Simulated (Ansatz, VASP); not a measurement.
Two plane-wave programs on Lu3F2

INCAR

```
SYSTEM = Lu3F2
PREC = Accurate
ENCUT = 520
EDIFF = 1E-7
ISMEAR = 0
SIGMA = 0.1
LREAL = .FALSE.
LASPH = .TRUE.
NELM = 80
ALGO = Normal
ISIF = 2
LWAVE = .FALSE.
LCHARG = .TRUE.
GGA = PE
LELF = .TRUE.
LVHAR = .TRUE.
NBANDS = 52
```

Contents of KPOINTS:

```
Automatic mesh
0
G
  6 6 4
  0 0 0
```

Contents of POSCAR:

```
Lu3F2
1.0
    5.2699887500      0.0000000000      0.0000000000
   -2.6349943700      4.5639441300      0.0000000000
    0.0000000000      0.0000000000      3.9347292700
Lu F
3 2
Direct
    0.5000000000      0.0000000000      0.5000000000
    0.0000000000      0.5000000000      0.5000000000
    0.5000000000      0.5000000000      0.5000000000
    0.0000000000      0.0000000000      0.8607400900
    0.0000000000      0.0000000000      0.1392599100
```

Input for Ansatz:

```yaml
crystal:
  lattice:
    - [5.26998875, 0.0, 0.0]
    - [-2.63499437, 4.56394413, 0.0]
    - [0.0, 0.0, 3.93472927]
  atoms:
    - { symbol: Lu, position: [0.5, 0.0, 0.5] }
    - { symbol: Lu, position: [0.0, 0.5, 0.5] }
    - { symbol: Lu, position: [0.5, 0.5, 0.5] }
    - { symbol: F, position: [0.0, 0.0, 0.86074009] }
    - { symbol: F, position: [0.0, 0.0, 0.13925991] }
basis:
  ecutwfc: 420
kpoints:
  mp_grid: { grid: [6, 6, 4] }
hamiltonian:
  xc: pbe
scf:
  occupations: { method: gaussian, width: 0.1 }
  lower_state_search: "off"
output:
  forces: true
  stress: true
  eigenvalues: true
```

Alike in both runs: task single point; functional PBE; k mesh 6 × 6 × 4; occupations gaussian, width 0.1 eV; no spin polarisation.

|  | VASP | Ansatz |
| --- | --- | --- |
| version | VASP 6.6.1 | Ansatz 0.2.0 |
| potentials or method | VASP PAW PBE potentials, release 64 (Lu, F), cutoff 520 eV | scalar-relativistic, plane waves, PAW |
| valence electrons in the cell | 89 | 89 |

|  | VASP | Ansatz | Ansatz less VASP |
| --- | --- | --- | --- |
| gap on the k mesh at the Fermi level (eV) | none | none | - |
| rms of the force components (eV/Å) | 13.689 | 11.721 | -1.9677 |

Atom by atom the forces differ by 1.968 eV/Å (rms over components). A gap of «none» marks a metal or a gap that the smearing closes.

The k mesh is coarse, so the values compare programs but aren't converged. Spin-orbit coupling is off throughout. Noted on VASP's run: the standard files for N, O and F lose accuracy on very short bonds.
